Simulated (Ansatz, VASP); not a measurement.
**One calculation of CdH2, two programs**

The input INCAR:

```
SYSTEM = CdH2
PREC     = Accurate       ! precision mode
ENCUT    = 600            ! plane-wave cutoff, eV
EDIFF    = 1E-7           ! SCF threshold, eV
ISMEAR   = -1             ! smearing method
SIGMA    = 0.05           ! smearing width, eV
LREAL    = .FALSE.        ! projectors in reciprocal space
LASPH    = .TRUE.         ! aspherical terms in the spheres
NELM     = 60             ! most SCF steps
ALGO     = Normal         ! electronic algorithm
ISIF     = 3              ! what is computed and relaxed
LWAVE    = .FALSE.        ! write WAVECAR
LCHARG   = .FALSE.        ! write CHGCAR
GGA      = PE             ! functional
IBRION   = 2              ! ionic algorithm
NSW      = 100            ! ionic steps
EDIFFG   = -0.005         ! ionic threshold
```

File KPOINTS:

```
regular mesh
0
G
  11 11 11
  0 0 0
```

Contents of POSCAR:

```
CdH2
1.0
    0.0000000000      2.5553258337      2.5553258337
    2.5553258337      0.0000000000      2.5553258337
    2.5553258337      2.5553258337      0.0000000000
Cd H
1 2
Direct
    0.0000000000      0.0000000000      0.0000000000
    0.2500000000      0.2500000000      0.2500000000
    0.7500000000      0.7500000000      0.7500000000
```

Input for Ansatz:

```yaml
crystal:
  lattice:
    - [0.0, 2.5553258337, 2.5553258337]
    - [2.5553258337, 0.0, 2.5553258337]
    - [2.5553258337, 2.5553258337, 0.0]
  atoms:
    - { symbol: Cd, position: [0.0, 0.0, 0.0] }
    - { symbol: H, position: [0.25, 0.25, 0.25] }
    - { symbol: H, position: [0.75, 0.75, 0.75] }
kpoints:
  mp_grid: { grid: [11, 11, 11] }
scf:
  occupations: { method: fermi_dirac, width: 0.05 }
hamiltonian:
  xc: pbe
  pseudopotentials: { kind: paw }
output:
  forces: true
  stress: true
relax:
  f_tol: 0.005
  max_steps: 80
  cell: {}
```

Alike in both runs: task relaxation of cell and atoms; functional PBE; k mesh 11 × 11 × 11; occupations fermi-dirac, width 0.05 eV; no spin polarisation.

|  | VASP | Ansatz |
| --- | --- | --- |
| version | VASP 6.6.1 | Ansatz 0.2.0 |
| potentials or method | VASP PAW PBE potentials, release 64 (Cd, H) | PAW with Ansatz's default frozen-core files, scalar-relativistic |
| plane-wave cutoff (eV) | 600 | 420 |
| valence electrons in the cell | 14 | 22 |

Ansatz gave:

```
relaxed volume (Å³/atom)                                     : 11.09
relaxed cell length with the largest relative difference (Å) : 3.610
```

**Question.** Estimate VASP's values.

**Answer.** Relaxed volume (Å³/atom): 11.13; relaxed cell length with the largest relative difference (Å): 3.615.

VASP's potentials hold 14 valence electrons a cell and Ansatz's 22, so a difference there can come from the potentials and not from the codes.
